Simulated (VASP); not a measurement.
Wanted: the native input for a VASP 6.6.1 run.

```
Task                               : single point
Functional                         : HSE06
Potentials or basis                : VASP PAW PBE potentials, release 64 (Sr_sv, Ti_sv, O)
Cutoff                             : 520 eV
k mesh                             : 1 × 1 × 1
Occupations                        : fermi-dirac, width 0.05 eV
Spin                               : no spin polarisation
Dipole correction                  : no
Grid for exact exchange (PRECFOCK) : Fast
Further INCAR settings             : LREAL = Auto; ALGO = Normal; EDIFF = 1e-06; NBANDS = 186
Share of exact exchange            : 0.25
Screening parameter                : 0.2079 1/Å
```

The system is SrTiO3.

```
Sr Ti O
1.0
     7.77625    0.00000    0.00000
     0.00000    7.77625    0.00000
     0.00000    0.00000    7.77625
Sr Ti O
8 8 24
Direct
  0.00067 0.00006 0.00054
  0.00019 0.00040 0.50063
  0.00017 0.50048 0.00058
  0.00051 0.50006 0.50052
  0.50017 0.00048 0.00072
  0.50055 0.00008 0.50064
  0.50051 0.50008 0.00059
  0.50022 0.50052 0.50064
  0.25035 0.25012 0.25082
  0.25073 0.25059 0.75079
  0.25002 0.75007 0.25056
  0.25038 0.75056 0.75048
  0.75042 0.25009 0.25098
  0.75076 0.25051 0.75097
  0.75001 0.75019 0.25061
  0.75028 0.75055 0.75066
  0.26149 0.23771 0.00022
  0.23845 0.26192 0.50019
  0.23906 0.76194 0.00037
  0.26164 0.73770 0.50040
  0.73847 0.26217 0.00013
  0.76154 0.23749 0.50013
  0.76161 0.73752 0.00030
  0.73905 0.76221 0.50030
  0.00025 0.26882 0.23880
  0.99997 0.23089 0.76131
  0.00044 0.73125 0.26138
  0.00023 0.76848 0.73928
  0.50022 0.23120 0.26134
  0.50002 0.26842 0.73878
  0.50048 0.76887 0.23934
  0.50020 0.73095 0.76132
  0.23171 0.99992 0.26217
  0.26878 0.99978 0.73861
  0.26919 0.49999 0.23865
  0.23140 0.49970 0.76213
  0.76922 0.00003 0.23828
  0.73132 0.99972 0.76221
  0.73173 0.49998 0.26226
  0.76876 0.49976 0.73823
```

These files were run (other wordings do the same):

POSCAR

```
SrTiO3
1.0
    7.7762530000      0.0000000000      0.0000000000
    0.0000000000      7.7762530000      0.0000000000
    0.0000000000      0.0000000000      7.7762530000
Sr Ti O
8 8 24
Direct
    0.0006700000      0.0000620000      0.0005420000
    0.0001900000      0.0003970000      0.5006320000
    0.0001720000      0.5004810000      0.0005790000
    0.0005060000      0.5000590000      0.5005230000
    0.5001690000      0.0004820000      0.0007240000
    0.5005500000      0.0000780000      0.5006410000
    0.5005140000      0.5000790000      0.0005930000
    0.5002230000      0.5005150000      0.5006440000
    0.2503460000      0.2501170000      0.2508200000
    0.2507300000      0.2505880000      0.7507850000
    0.2500230000      0.7500740000      0.2505590000
    0.2503840000      0.7505600000      0.7504820000
    0.7504170000      0.2500930000      0.2509820000
    0.7507610000      0.2505070000      0.7509750000
    0.7500110000      0.7501930000      0.2506110000
    0.7502780000      0.7505500000      0.7506620000
    0.2614890000      0.2377110000      0.0002250000
    0.2384490000      0.2619160000      0.5001920000
    0.2390560000      0.7619350000      0.0003740000
    0.2616400000      0.7377010000      0.5004050000
    0.7384690000      0.2621660000      0.0001310000
    0.7615410000      0.2374930000      0.5001310000
    0.7616080000      0.7375170000      0.0002990000
    0.7390490000      0.7622140000      0.5002960000
    0.0002510000      0.2688160000      0.2388040000
    0.9999680000      0.2308950000      0.7613050000
    0.0004350000      0.7312500000      0.2613820000
    0.0002300000      0.7684800000      0.7392850000
    0.5002240000      0.2312040000      0.2613430000
    0.5000210000      0.2684160000      0.7387830000
    0.5004760000      0.7688660000      0.2393440000
    0.5001960000      0.7309480000      0.7613210000
    0.2317130000      0.9999220000      0.2621710000
    0.2687760000      0.9997840000      0.7386070000
    0.2691900000      0.4999910000      0.2386460000
    0.2314020000      0.4997030000      0.7621320000
    0.7692160000      0.0000270000      0.2382760000
    0.7313170000      0.9997160000      0.7622150000
    0.7317260000      0.4999760000      0.2622550000
    0.7687610000      0.4997610000      0.7382280000
```

INCAR.step1

```
PREC = Accurate ; ENCUT = 520
EDIFF = 1E-5 ; ISMEAR = -1
SIGMA = 0.05 ; LREAL = Auto
LASPH = T ; NELM = 120
ALGO = Normal ; ISIF = 2
LWAVE = T ; LCHARG = F
NBANDS = 186 ; GGA = PE
GGA_COMPAT = F
```

INCAR.step2

```
PREC = Accurate ; ENCUT = 520
EDIFF = 1E-6 ; ISMEAR = -1
SIGMA = 0.05 ; LREAL = Auto
LASPH = T ; NELM = 120
ALGO = Normal ; ISIF = 2
LWAVE = F ; LCHARG = F
GGA = PE ; LHFCALC = T
HFSCREEN = 0.2079 ; PRECFOCK = Fast
NBANDS = 186 ; ISTART = 1
GGA_COMPAT = F
```

KPOINTS

```
Automatic mesh
0
Gamma
  1 1 1
```

Potentials or basis: VASP PAW PBE potentials, release 64 (Sr_sv, Ti_sv, O).

The run is started by

```sh
$ cat potpaw_PBE.64/Sr_sv/POTCAR potpaw_PBE.64/Ti_sv/POTCAR potpaw_PBE.64/O/POTCAR > POTCAR
$ cp INCAR.step1 INCAR
$ mpirun -np 1 vasp_gam > vasp.out
$ cp INCAR.step2 INCAR
$ mpirun -np 1 vasp_gam > vasp.out
```

Results of the run:

```yaml
Pressure: 2.9 GPa
Largest_force: 0.209 eV/Å
Band_gap_on_the_k_mesh: 3.16 eV
```

Caveat: the k points lie up to 0.81 Å⁻¹ apart; the PAW data sets were made with another functional, which shifts forces and pressure a little; an odd mesh through Γ misses points on the zone boundary, where band edges can lie.

Run time: 19 min on 1 thread of Intel(R) Xeon(R) Platinum 8488C (Sapphire Rapids), on a shared host, peak memory 0.65 GiB.
